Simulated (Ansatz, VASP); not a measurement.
BN: VASP beside Ansatz

```xyz
8
Lattice="4.4972 0.0000 0.0000 0.0000 4.4972 0.0000 0.0000 0.0000 2.3096" Properties=species:S:1:pos:R:3 pbc="T T T"
B     0.7831    3.7141    1.1548
B     1.4655    1.4655    0.0000
B     3.0317    3.0317    0.0000
B     3.7141    0.7831    1.1548
N     3.6535    3.6535    1.1548
N     1.4049    3.0923    0.0000
N     3.0923    1.4049    0.0000
N     0.8437    0.8437    1.1548
```

Alike in both runs: task single point; functional PBEsol; k mesh 6 × 6 × 10; occupations gaussian, width 0.05 eV; no spin polarisation.

|  | VASP | Ansatz |
| --- | --- | --- |
| version | VASP 6.6.1 | Ansatz 0.2.0 |
| potentials or method | VASP PAW PBE potentials, release 64 (B, N), cutoff 520 eV | scalar-relativistic, plane waves, PAW |
| valence electrons in the cell | 32 | 32 |

VASP gave:

* gap on the k mesh at the Fermi level (eV): 4.09
* least direct gap on the mesh (eV): 5.67
* rms of the force components (eV/Å): 0.598

Task: Which values does Ansatz return?

Result: gap on the k mesh at the Fermi level (eV): 4.11; least direct gap on the mesh (eV): 5.68; rms of the force components (eV/Å): 0.576.

VASP's potentials were made for PBE, not for PBEsol, and Ansatz warns of the same on its side. Atom by atom the forces differ by 0.024 eV/Å (rms over components).
